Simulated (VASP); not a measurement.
TePb (zincblende type):

```
Pb Te
1.0
     0.00000    3.21951    3.21951
     3.21951    0.00000    3.21951
     3.21951    3.21951    0.00000
Pb Te
1 1
Direct
  0.00000 0.00000 0.00000
  0.25000 0.25000 0.25000
```

* Program: VASP 6.6.1
* Task: relaxation of cell and atoms
* Functional: PBE
* Potentials or basis: VASP PAW PBE potentials, release 64 (Pb_d, Te)
* Cutoff: 600 eV
* k mesh: 10 × 10 × 10
* Occupations: fermi-dirac, width 0.05 eV
* Spin: no spin polarisation

At the start: pressure 20.9 GPa; volume 33.37 Å³/atom.

Where does the relaxation end?

Over 5 steps the energy falls by 755.0 meV/atom and the volume is 49.32 Å³/atom (+47.8 %); space group F-43m (No. 216, to 0.1 Å) before and after.

The path:
| step | energy change (eV) | largest force (eV/Å) | pressure (GPa) | volume (Å³) |
| --- | --- | --- | --- | --- |
| 1 | 0.0000 | 0.0000 | 20.89 | 66.74 |
| 2 | -1.2949 | 0.0000 | -3.01 | 118.20 |
| 3 | -1.5096 | 0.0000 | 0.19 | 97.87 |
| 4 | -1.5100 | 0.0000 | -0.05 | 98.82 |
| 5 | -1.5100 | 0.0000 | 0.00 | 98.63 |

Final structure:
```cif
data_structure
_symmetry_space_group_name_H-M 'P 1'
_symmetry_Int_Tables_number 1
_cell_length_a 5.1861
_cell_length_b 5.1861
_cell_length_c 5.1861
_cell_angle_alpha 60.000
_cell_angle_beta 60.000
_cell_angle_gamma 60.000
_cell_volume 98.63
loop_
_atom_site_label
_atom_site_type_symbol
_atom_site_fract_x
_atom_site_fract_y
_atom_site_fract_z
_atom_site_occupancy
Pb1 Pb 0.00000 0.00000 0.00000 1
Te1 Te 0.25000 0.25000 0.25000 1
```

Caveat: the volume moved by over 15 % at a fixed basis, so the end points are rough.
